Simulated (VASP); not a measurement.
Input of a VASP 6.6.1 run:

File INCAR:

```
PREC     = Accurate       # precision mode
ENCUT    = 520            # plane-wave cutoff, eV
EDIFF    = 1E-6           # SCF threshold, eV
ISMEAR   = 0              # smearing method
SIGMA    = 0.1            # smearing width, eV
LREAL    = False          # projectors in reciprocal space
LASPH    = True           # aspherical terms in the spheres
NELM     = 60             # most SCF steps
ALGO     = Normal         # electronic algorithm
ISIF     = 2              # what is computed and relaxed
LWAVE    = False          # write WAVECAR
LCHARG   = False          # write CHGCAR
GGA      = PE             # functional
NBANDS   = 33             # bands
```

The input KPOINTS:

```
Automatic mesh
0
Gamma
  4 4 6
```

The input POSCAR:

```
Pt2C
1.0
    4.9834385305      0.0000000000      0.0000000000
    0.0000000000      4.9834385305      0.0000000000
    0.0000000000      0.0000000000      3.2358892380
Pt C
4 2
Direct
    0.6968132432      0.3031867568      0.5000000000
    0.3031867568      0.6968132432      0.5000000000
    0.1968132432      0.1968132432      0.0000000000
    0.8031867568      0.8031867568      0.0000000000
    0.0000000000      0.0000000000      0.5000000000
    0.5000000000      0.5000000000      0.0000000000
```

Potentials or basis: VASP PAW PBE potentials, release 64 (Pt, C).

Command:

```console
$ cat potpaw_PBE.64/Pt/POTCAR potpaw_PBE.64/C/POTCAR > POTCAR
$ mpirun -np 1 vasp_std > vasp.out
```

Question: Estimate the largest force.

Answer: 0.049 eV/Å.

Question: Predict the pressure.

Answer: 0.1 GPa.

Question: Estimate the band gap on the k mesh.

Answer: Zero (bands 24 and 25 overlap by 0.37 eV).

Stress tensor (GPa, compression positive):
```
 0.14  0.00  0.00
 0.00  0.14  0.00
 0.00  0.00 -0.06
```

Caveat: spin-orbit coupling is left out, which moves the levels of the heavy elements.
